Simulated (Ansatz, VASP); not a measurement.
## Two plane-wave programs on GaSb

```
Ga Sb
1.0
     0.00000    3.20013    3.10692
     3.20013    0.00000    3.10692
     3.20013    3.20013    0.00000
Ga Sb
1 1
Direct
  0.00000 0.00000 0.00000
  0.75000 0.75000 0.75000
```

Change from the starting cell: strain +0.0300 x Voigt [1, 1, 0, 0, 0, 0], atoms carried along.

Alike in both runs: task single point; functional PBE; k mesh 16 × 16 × 16; occupations gaussian, width 0.15 eV; no spin polarisation.

```csv
,VASP,Ansatz
version,VASP 6.6.1,Ansatz 0.2.0
potentials or method,"VASP PAW PBE potentials, release 64 (Ga_d, Sb), cutoff 520 eV","scalar-relativistic, plane waves, PAW"
valence electrons in the cell,18,28
```

VASP gave:

```
pressure (GPa)                                                : -2.2
traceless stress, the component that is largest in VASP (GPa) : 0.75
```

**Question.** Which values does Ansatz return?

**Answer.** Pressure (GPa): -2.3; traceless stress, the component that is largest in VASP (GPa): 0.75.

VASP's potentials hold 18 valence electrons a cell and Ansatz's 28, so a difference there can come from the potentials and not from the codes.

Spin-orbit coupling is off throughout.
